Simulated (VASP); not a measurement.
**GaC30 (a cell with a defect) (Ga_C-V_C): single point with PBE**

The system is GaC30 (a cell with a defect) (Ga_C-V_C).

```
C Ga
1.0
    -3.57162    3.57162    3.57162
     3.57162   -3.57162    3.57162
     3.57162    3.57162   -3.57162
C Ga
30 1
Direct
  0.00482 0.01391 0.00482
  0.00482 0.25482 0.76391
  0.00178 0.50090 0.50345
  0.00178 0.75345 0.25090
  0.25510 0.00413 0.75413
  0.25090 0.25178 0.50345
  0.25090 0.75345 0.00178
  0.49942 0.01954 0.49942
  0.50345 0.25178 0.25090
  0.50345 0.50090 0.00178
  0.49942 0.74942 0.76954
  0.75413 0.00413 0.25510
  0.76391 0.25482 0.00482
  0.75413 0.50510 0.75413
  0.76954 0.74942 0.49942
  0.99976 0.00367 0.75367
  0.00458 0.25458 0.49682
  0.98920 0.50795 0.25795
  0.00458 0.74682 0.00458
  0.25261 0.00654 0.50540
  0.25795 0.23920 0.25795
  0.25795 0.50795 0.98920
  0.25261 0.75540 0.75654
  0.50540 0.00654 0.25261
  0.49682 0.25458 0.00458
  0.50540 0.50261 0.75654
  0.75367 0.00367 0.99976
  0.75367 0.24976 0.75367
  0.75654 0.50261 0.50540
  0.75654 0.75540 0.25261
  0.38514 0.63514 0.38514
```

```json
{"Program": "VASP 6.6.1", "Task": "single point", "Functional": "PBE", "Potentials or basis": "VASP PAW PBE potentials, release 64 (C, Ga_d)", "Cutoff": "520 eV", "k mesh": "1 × 1 × 1, shifted", "Occupations": "gaussian, width 0.01 eV", "Spin": "collinear spin, ferromagnetic start", "Fixed moment": "3 μB"}
```

* Largest force: 0.035 eV/Å
* Net moment: 3.00 μB per cell
* Site moments: C +0.04, +0.02, +0.15, +0.01, +0.09, +0.18; Ga +0.16 μB
* Valence electrons inside the program's atomic spheres: C 2.58, 2.63, 2.60, 2.62, 2.61; Ga 12.29

Forces on the atoms (eV/Å):
```
C   -0.013  0.030 -0.013
C   -0.013 -0.013  0.030
C    0.012  0.017 -0.002
C    0.012 -0.002  0.017
C    0.003  0.002  0.002
C    0.017  0.012 -0.002
C    0.017 -0.002  0.012
C   -0.015 -0.005 -0.015
C   -0.002  0.012  0.017
C   -0.002  0.017  0.012
C   -0.015 -0.015 -0.005
C    0.002  0.002  0.003
C    0.030 -0.013 -0.013
C    0.002  0.003  0.002
C   -0.005 -0.015 -0.015
C    0.012 -0.002 -0.002
C    0.018  0.018 -0.013
C   -0.033 -0.005 -0.005
C    0.018 -0.013  0.018
C   -0.006 -0.013  0.004
C   -0.005 -0.033 -0.005
C   -0.005 -0.005 -0.033
C   -0.006  0.004 -0.013
C    0.004 -0.013 -0.006
C   -0.013  0.018  0.018
C    0.004 -0.006 -0.013
C   -0.002 -0.002  0.012
C   -0.002  0.012 -0.002
C   -0.013 -0.006  0.004
C   -0.013  0.004 -0.006
Ga   0.010  0.010  0.010
```

Run time: 2.2 min on 1 thread of Intel(R) Xeon(R) Platinum 8488C (Sapphire Rapids), with other jobs on the host, peak memory 0.39 GiB.

Caveat: the k points lie up to 1.24 Å⁻¹ apart; the cell carries a net charge on a neutralising background, which shifts energy and pressure; the moment is held away from its start; the total moment is fixed, so each spin has its own Fermi level.
